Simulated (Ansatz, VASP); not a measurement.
**One calculation of KZnF3, two programs**

```xyz
5
Lattice="4.1055 0.0000 0.0000 0.0000 4.1055 0.0000 0.0000 0.0000 3.9413" Properties=species:S:1:pos:R:3 pbc="T T T"
K     0.0000    0.0000    0.0000
Zn    2.0527    2.0527    1.9706
F     2.0527    2.0527    0.0000
F     0.0000    2.0527    1.9706
F     2.0527    0.0000    1.9706
```

Alike in both runs: task single point; functional LDA; k mesh 6 × 6 × 6; occupations gaussian, width 0.05 eV; no spin polarisation.

```csv
,VASP,Ansatz
version,VASP 6.6.1,Ansatz 0.2.0
potentials or method,"VASP PAW LDA potentials, release 64 (K_sv, Zn, F), cutoff 520 eV","scalar-relativistic, plane waves, PAW"
valence electrons in the cell,42,42
```

Ansatz gave:

- gap on the k mesh at the Fermi level (eV): 3.53
- least direct gap on the mesh (eV): 5.40
- pressure (GPa): -4.6
- traceless stress, the component that is largest in VASP (GPa): 2.19

Estimate VASP's values.

gap on the k mesh at the Fermi level (eV): 3.49; least direct gap on the mesh (eV): 5.38; pressure (GPa): -4.1; traceless stress, the component that is largest in VASP (GPa): 2.33.

LDA's correlation is that of Perdew and Zunger in VASP and of Perdew and Wang (1992) in Ansatz.
